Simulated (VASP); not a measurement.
Here is a VASP 6.6.1 calculation.

INCAR

```
PREC = Accurate
ENCUT = 520
EDIFF = 1E-6
ISMEAR = -1
SIGMA = 0.1
LREAL = False
LASPH = True
NELM = 60
ALGO = Normal
ISIF = 2
LWAVE = False
LCHARG = False
GGA = PE
NBANDS = 34
```

Contents of KPOINTS:

```
Automatic mesh
0
Gamma
  16 16 5
```

POSCAR

```
Mn
1.0
    2.4167980228      0.0000000000      0.0000000000
   -1.2083990114      2.0930084835      0.0000000000
    0.0000000000      0.0000000000      7.7984282755
Mn
4
Direct
    1.0000000000      1.0000000000      0.0000000000
    1.0000000000      1.0000000000      0.5000000000
    0.3333333333      0.6666666667      0.2500000000
    0.6666666667      0.3333333333      0.7500000000
```

Potentials or basis: VASP PAW PBE potentials, release 64 (Mn_pv).

Command:

```sh
$ cat potpaw_PBE.64/Mn_pv/POTCAR > POTCAR
$ mpirun -np 1 vasp_std > vasp.out
```

Question: Estimate the pressure.

Answer: 27.9 GPa.

Question: What does it give for the band gap on the k mesh?

Answer: Zero (bands 26 and 27 overlap by 2.49 eV).

Stress tensor (GPa, compression positive):
```
28.00  0.00  0.00
 0.00 28.00  0.00
 0.00  0.00 27.82
```

Caveat: the cell stands under pressure; the run has no spin polarisation, though such a crystal can be magnetic. Spin polarisation is off, so any magnetic state and its effect on volume and gap are missing.
